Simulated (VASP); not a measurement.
Al, 4 atoms in the cell. The structure is hexagonal, space group P6_3/mmc (No. 194). The conventional cell has a = 2.827 Å, b = 2.827 Å, c = 9.186 Å, α = 90.00°, β = 90.00°, γ = 120.00°. Within 3.7 Å of Al (site symmetry -3m) lie 12 Al at 2.82 to 2.83 Å. Al (site symmetry -6m2) has 12 Al at 2.82 to 2.83 Å within 3.7 Å. 

```yaml
Program: VASP 6.6.1
Task: single point
Functional: PBEsol
Potentials_or_basis: VASP PAW PBE potentials, release 64 (Al)
Cutoff: 520 eV
k_mesh: 11 × 11 × 3
Occupations: methfessel-paxton, width 0.1 eV
Spin: no spin polarisation
Dipole_correction: no
Further_INCAR_settings: ALGO = Normal; EDIFF = 1e-07; NBANDS = 14
```

Potentials or basis: VASP PAW PBE potentials, release 64 (Al).

Launch:

```sh
$ cat potpaw_PBE.64/Al/POTCAR > POTCAR
$ mpirun -np 1 vasp_std > vasp.out
```

Hardware: 1 thread of Intel Xeon 6975P-C, with other jobs on the host.

Question: Estimate the wall time of this run.

Answer: Wall time 24 s on 1 thread of Intel Xeon 6975P-C, with other jobs on the host, peak memory 0.18 GiB. Counts: scf iterations 13, k points 32.
